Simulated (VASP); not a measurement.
Write the native input for VASP 6.6.1 that does the following.

* Task: relaxation of cell and atoms
* Functional: PBE
* Potentials or basis: VASP PAW PBE potentials, release 64 (C)
* Cutoff: 600 eV
* k mesh: 12 × 12 × 10
* Occupations: gaussian, width 0.1 eV
* Spin: no spin polarisation
* Dipole correction: no
* Further INCAR settings: ALGO = Normal; EDIFF = 1e-07; IBRION = 2; EDIFFG = -0.01; NSW = 100; ISIF = 3

The structure of C lies in POSCAR:

```
C
1.0
    3.9395020636      0.0000000000      0.0000000000
   -1.9697510318      3.4117088654      0.0000000000
    0.0000000000      0.0000000000      3.7886859471
C
6
Direct
    0.7961181966      0.3980590983      0.1666666667
    0.6019409017      0.3980590983      0.8333333333
    0.6019409017      0.2038818034      0.5000000000
    0.2038818034      0.6019409017      0.1666666667
    0.3980590983      0.6019409017      0.8333333333
    0.3980590983      0.7961181966      0.5000000000
```

These files were run (other wordings do the same):

INCAR

```
ALGO = Normal
EDIFF = 1E-7
EDIFFG = -0.01
ENCUT = 600
GGA = PE
IBRION = 2
ISIF = 3
ISMEAR = 0
LASPH = T
LCHARG = F
LREAL = F
LWAVE = F
NELM = 100
NSW = 100
PREC = Accurate
SIGMA = 0.1
```

KPOINTS

```
k-points
0
Gamma
  12 12 10
```

Potentials or basis: VASP PAW PBE potentials, release 64 (C).

Command:

```bash
$ cat potpaw_PBE.64/C/POTCAR > POTCAR
$ mpirun -np 1 vasp_std > vasp.out
```

It gave:

```json
{
 "Relaxed volume": "8.49 Å³/atom",
 "Relaxed cell": "a = 3.940 Å, b = 3.940 Å, c = 3.788 Å, α = 90.00°, β = 90.00°, γ = 120.00°",
 "Space group after relaxing (to 0.05 Å)": "P6_222 (No. 180)",
 "Energy gained by relaxing": "0.0 meV/atom",
 "Ionic steps": "3",
 "Pressure after relaxing": "0.0 GPa",
 "Largest force after relaxing": "0.005 eV/Å",
 "Band gap on the k mesh": "zero (band 12 reaches 5.60 eV, above the bottom of band 13 at 4.89 eV)"
}
```

Wall time 3.2 min on 1 thread of AMD EPYC 7R43 64-Core Processor (Zen 3) (shared host), peak memory 0.18 GiB.
